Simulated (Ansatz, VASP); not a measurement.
One calculation of Ni, two programs

Contents of INCAR:

```
SYSTEM = Ni
PREC = Accurate
ENCUT = 520
EDIFF = 1E-8
ISMEAR = -1
SIGMA = 0.05
LREAL = .False.
LASPH = .True.
NELM = 150
ALGO = Normal
ISIF = 2
LWAVE = .False.
LCHARG = .False.
ISPIN = 2
MAGMOM = 1.5
LORBIT = 11
LMAXMIX = 4
GGA = PE
LEFG = .True.
NBANDS = 15
```

Contents of KPOINTS:

```
regular mesh
0
Gamma
  20 20 20
  0 0 0
```

The input POSCAR:

```
Ni
1.0
    0.0000000000      1.7679500000      1.8033090000
    1.7679500000      0.0000000000      1.8033090000
    1.7679500000      1.7679500000      0.0000000000
Ni
1
Direct
    0.0000000000      0.0000000000      0.0000000000
```

Input for Ansatz:

```yaml
crystal:
  lattice:
    - [0.0, 1.76795, 1.803309]
    - [1.76795, 0.0, 1.803309]
    - [1.76795, 1.76795, 0.0]
  atoms:
    - { symbol: Ni, position: [0.0, 0.0, 0.0], spin: 1.5 }
magnetization:
  spin_polarized: true
kpoints:
  mp_grid: { grid: [20, 20, 20] }
scf:
  occupations: { method: fermi_dirac, width: 0.05 }
hamiltonian:
  xc: pbe
  pseudopotentials: { kind: paw }
output:
  forces: true
  stress: true
  eigenvalues: true
  efg: { contact_densities: true }
  write_density: true
  write_potential: true
  elf: true
  volumetric_format: npy
```

Change from the starting cell: zz strain of +2 %, PAW files.

Alike in both runs: task electric field gradients; functional PBE; k mesh 20 × 20 × 20; occupations fermi-dirac, width 0.05 eV; collinear spin.

|  | VASP | Ansatz |
| --- | --- | --- |
| version | VASP 6.6.1 | Ansatz 0.2.0 |
| potentials or method | VASP PAW PBE potentials, release 64 (Ni) | PAW with Ansatz's default frozen-core files, scalar-relativistic |
| plane-wave cutoff (eV) | 520 | 420 |
| valence electrons in the cell | 10 | 18 |

Ansatz gave:

| Property | Result |
| --- | --- |
| pressure (GPa) | -6.3 |
| traceless stress, the component that is largest in VASP (GPa) | -1.55 |
| net moment per atom (μB) | 0.64 |
| size of the moment on the site where the two differ most (μB) | 0.68 |
| size of Vzz on the site where it differs most (V/Å²) | 1.3 |

**Question.** Which values does VASP return?

**Answer.** Pressure (GPa): -6.2; traceless stress, the component that is largest in VASP (GPa): -1.48; net moment per atom (μB): 0.63; size of the moment on the site where the two differ most (μB): 0.65; size of Vzz on the site where it differs most (V/Å²): 1.6.

Site moments also hang on the region over which each program counts them. With one functional, cell and mesh, what is left measures potentials, basis and numerics. VASP's potentials hold 10 valence electrons a cell and Ansatz's 18, so a difference there can come from the potentials and not from the codes.
